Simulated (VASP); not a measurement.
# SiSe (P-6m2) in VASP: notebook, part 2 of 2

VASP 6.6.1. Earlier steps stand in the parts before.

**4. Single point, r2SCAN0**

Contents of POSCAR:

```
SiSe
1.0
    3.5952000000      0.0000000000      0.0000000000
   -1.7976000000      3.1135300000      0.0000000000
    0.0000000000      0.0000000000      3.5987300000
Si Se
1 1
Direct
    0.6666700000      0.3333300000      0.5000000000
    0.0000000000      0.0000000000      0.0000000000
```

Contents of INCAR.step1:

```
PREC     = Accurate       # precision mode
ENCUT    = 520            # plane-wave cutoff, eV
EDIFF    = 1E-5           # SCF threshold, eV
ISMEAR   = -1             # smearing method
SIGMA    = 0.05           # smearing width, eV
LREAL    = False          # projectors in reciprocal space
LASPH    = True           # aspherical terms in the spheres
NELM     = 100            # most SCF steps
ALGO     = Normal         # electronic algorithm
ISIF     = 2              # what is computed and relaxed
LWAVE    = True           # write WAVECAR
NBANDS   = 12             # bands
GGA      = PE             # functional
```

Contents of INCAR.step2:

```
PREC     = Accurate       # precision mode
ENCUT    = 520            # plane-wave cutoff, eV
EDIFF    = 1E-6           # SCF threshold, eV
ISMEAR   = -1             # smearing method
SIGMA    = 0.05           # smearing width, eV
LREAL    = False          # projectors in reciprocal space
LASPH    = True           # aspherical terms in the spheres
NELM     = 100            # most SCF steps
ALGO     = Normal         # electronic algorithm
ISIF     = 2              # what is computed and relaxed
LWAVE    = False          # write WAVECAR
LCHARG   = True           # write CHGCAR
METAGGA  = R2SCAN         # meta-GGA
LHFCALC  = True           # exact exchange
AEXX     = 0.25           # exact-exchange fraction
LMIXTAU  = True         
PRECFOCK = Normal       
LELF     = True           # ELF
LVHAR    = True         
NBANDS   = 12             # bands
ISTART   = 1
```

Contents of KPOINTS:

```
regular mesh
0
Gamma
  5 5 4
```

Potentials or basis: VASP PAW PBE potentials, release 64 (Si, Se).

On the command line:

```sh
cat potpaw_PBE.64/Si/POTCAR potpaw_PBE.64/Se/POTCAR > POTCAR
cp INCAR.step1 INCAR
mpirun -np 1 vasp_std > vasp.out
cp INCAR.step2 INCAR
mpirun -np 1 vasp_std > vasp.out
```

OUTCAR:

```text
PREC = Accurate
   ENCUT = 520
   EDIFF = 1E-6
   ISMEAR = -1
   LREAL = False
   LASPH = True
   NELM = 100
   ISIF = 2
   METAGGA = R2SCAN
   LHFCALC = True
   AEXX = 0.25
   PRECFOCK = Normal
   ISTART = 1

 ion  position               nearest neighbor table
   1  0.667  0.333  0.500-   2 2.75   2 2.75   2 2.75   2 2.75   2 2.75   2 2.75
   2  0.000  0.000  0.000-   1 2.75   1 2.75   1 2.75   1 2.75   1 2.75   1 2.75

  LATTYP: Found a hexagonal cell.
 ALAT       =     3.5952000000
 C/A-ratio  =     1.0009818647

  Lattice vectors:

 A1 = (   3.5952000000,   0.0000000000,   0.0000000000)
 A2 = (  -1.7976000000,   3.1135300000,   0.0000000000)
 A3 = (   0.0000000000,   0.0000000000,   3.5987300000)

Analysis of symmetry for initial positions (statically):
=====================================================================
 Subroutine PRICEL returns:
 Original cell was already a primitive cell.

 Routine SETGRP: Setting up the symmetry group for a
 hexagonal supercell.

 Subroutine GETGRP returns: Found  4 space group operations
 (whereof  4 operations were pure point group operations)
 out of a pool of 24 trial point group operations.
[... 174 lines left out ...]
 fundamental gap:      0.5978449823
 Fermi energy:         6.4453704684

 k-point     1 :       0.0000    0.0000    0.0000
  band No.  band energies     occupation
      1     -11.9494      2.00000
      2       0.3403      2.00000
      3       1.1785      2.00000
      4       3.2765      2.00000
      5       3.2766      2.00000
      6       9.8817      0.00000
      7       9.8818      0.00000
      8      10.6335      0.00000
      9      14.3238      0.00000
     10      15.5436      0.00000
     11      18.4356      0.00000
     12      18.4358      0.00000
[... 331 lines left out ...]
 k-point    24 :       0.2000    0.2000    0.5000
  band No.  band energies     occupation
      1      -9.5640      2.00000
      2      -4.0704      2.00000
      3      -0.2509      2.00000
      4       1.7083      2.00000
      5       2.4779      2.00000
      6       5.4998      2.00000
      7      11.5673      0.00000
      8      12.4014      0.00000
      9      15.1237      0.00000
     10      16.1872      0.00000
     11      19.7930      0.00000
     12      19.9887      0.00000

 [... further k-points ...]
[... 5 lines left out ...]
  --------------------------------------------------------------------------------------
  -------------------------------------------------------------------------------------
  Total       -0.7075378     -0.7074680     -0.7662712      0.0000586      0.0000000      0.0000000
  in kB      -28.1406977    -28.1379229    -30.4766827      0.0023322      0.0000000      0.0000000
  external PRESSURE =     -28.9184344 kB  Pullay stress =       0.0000000 kB

 VOLUME and BASIS-vectors are now :
 -----------------------------------------------------------------------------
  energy-cutoff  :      520.00
  volume of cell :       40.28
      direct lattice vectors                 reciprocal lattice vectors
     3.595200000  0.000000000  0.000000000     0.278148643  0.160589427  0.000000000
    -1.797600000  3.113530000  0.000000000     0.000000000  0.321178855  0.000000000
     0.000000000  0.000000000  3.598730000     0.000000000  0.000000000  0.277875806

 POSITION                                       TOTAL-FORCE (eV/Angst)
 -----------------------------------------------------------------------------------
      1.79762      1.03783      1.79937        -0.000038      0.000022      0.000000
      0.00000      0.00000      0.00000         0.000038     -0.000022      0.000000
 -----------------------------------------------------------------------------------
    total drift:                                0.000006      0.000008     -0.000000

  FREE ENERGIE OF THE ION-ELECTRON SYSTEM (eV)
  ---------------------------------------------------
  free  energy   TOTEN  =       -21.7447657162 eV

  energy  without entropy=      -21.7413182061  energy(sigma->0) =      -21.74304196
```

OUTCAR.step1:

```text
PREC = Accurate
   ENCUT = 520
   EDIFF = 1E-5
   ISMEAR = -1
   LREAL = False
[... 582 lines left out ...]
      1.79762      1.03783      1.79937        -0.000029      0.000017      0.000000
      0.00000      0.00000      0.00000         0.000029     -0.000017      0.000000
 -----------------------------------------------------------------------------------
    total drift:                                0.000005      0.000007     -0.000000

  FREE ENERGIE OF THE ION-ELECTRON SYSTEM (eV)
  ---------------------------------------------------
  free  energy   TOTEN  =        -8.5070635795 eV

  energy  without entropy=       -8.4968706026  energy(sigma->0) =       -8.50196709
```

Wall time 7 min (1 thread of Intel Xeon 6975P-C (Granite Rapids), shared host); peak memory 0.18 GiB.

What came out:

```
Free energy            : -21.7448 eV
Pressure               : -2.9 GPa
Band gap on the k mesh : zero (band 5 reaches 8.53 eV, above the bottom of band 6 at 4.34 eV)
```

Stress tensor (GPa, compression positive):
```
-2.81  0.00  0.00
 0.00 -2.81  0.00
 0.00  0.00 -3.05
```

Caveat: the k points lie up to 0.44 Å⁻¹ apart; the PAW data sets were made with another functional, which shifts forces and pressure a little.

**5. Single point, r2SCANh**

POSCAR is that of step 4.

Contents of INCAR.step1:

```
SYSTEM = SiSe
PREC = Accurate
ENCUT = 520
EDIFF = 1E-5
ISMEAR = -1
SIGMA = 0.05
LREAL = .False.
LASPH = .True.
NELM = 60
ALGO = Normal
ISIF = 2
LWAVE = .True.
LCHARG = .False.
NBANDS = 12
GGA = PE
```

Contents of INCAR.step2:

```
SYSTEM = SiSe
PREC = Accurate
ENCUT = 520
EDIFF = 1E-6
ISMEAR = -1
SIGMA = 0.05
LREAL = .False.
LASPH = .True.
NELM = 60
ALGO = Normal
ISIF = 2
LWAVE = .False.
LCHARG = .False.
METAGGA = R2SCAN
LHFCALC = .True.
AEXX = 0.1
LMIXTAU = .True.
PRECFOCK = Normal
NBANDS = 12
ISTART = 1
```

Contents of KPOINTS:

```
Automatic mesh
0
Gamma
  5 5 4
  0 0 0
```

On the command line:

```sh
cat potpaw_PBE.64/Si/POTCAR potpaw_PBE.64/Se/POTCAR > POTCAR
cp INCAR.step1 INCAR
mpirun -np 1 vasp_std > vasp.out
cp INCAR.step2 INCAR
mpirun -np 1 vasp_std > vasp.out
```

Wall time 8.1 min (1 thread of Intel Xeon 6975P-C (Granite Rapids), shared host); peak memory 0.18 GiB.

The run converged. Its results:

```yaml
Free_energy: -22.1599 eV
Pressure: -1.8 GPa
Band_gap_on_the_k_mesh: zero (band 5 reaches 8.19 eV, above the bottom of band 6 at 4.61 eV)
```

Stress tensor (GPa, compression positive):
```
-1.66  0.00  0.00
 0.00 -1.66  0.00
 0.00  0.00 -1.99
```

Levels at points of the mesh, in eV from the Fermi level:
```tsv
k point	band 2	band 3	band 4	band 5	band 6	band 7	band 8	band 9
(0.00, 0.00, 0.00)	-5.41	-4.62	-2.60	-2.60	3.08	3.08	3.95	7.33
(0.00, 0.00, 0.50)	-11.28	-1.46	-1.46	1.84	2.28	2.87	2.87	7.86
```

Caveat: the k points lie up to 0.44 Å⁻¹ apart; the PAW data sets were made with another functional, which shifts forces and pressure a little.

**6. Overview**

```csv
level,cell,smearing,grid for exact exchange (PRECFOCK),gap on the mesh (eV),pressure (GPa)
PBE,"a = 3.595, b = 3.595, c = 3.599 Å, angles 90.0, 90.0, 120.0°, 2 atoms",fermi-dirac 0.04 eV,-,none,-0.6
HF,"a = 3.717, b = 3.717, c = 3.657 Å, angles 90.0, 90.0, 120.0°, 2 atoms",fermi-dirac 0.05 eV,Normal,none,-1.0
r2SCAN0,"a = 3.595, b = 3.595, c = 3.599 Å, angles 90.0, 90.0, 120.0°, 2 atoms",fermi-dirac 0.05 eV,Normal,none,-2.9
r2SCANh,"a = 3.595, b = 3.595, c = 3.599 Å, angles 90.0, 90.0, 120.0°, 2 atoms",fermi-dirac 0.05 eV,Normal,none,-1.8
```

Alike in all rows: task single point; potentials or basis VASP PAW PBE potentials, release 64 (Si, Se); no spin polarisation; k mesh 5 × 5 × 4; cutoff (eV) 520.

Caveats: all runs use coarse meshes; the PAW data sets were made with another functional, which shifts forces and pressure a little (some runs).

Absolute energies hang on the potentials; compare differences alone.
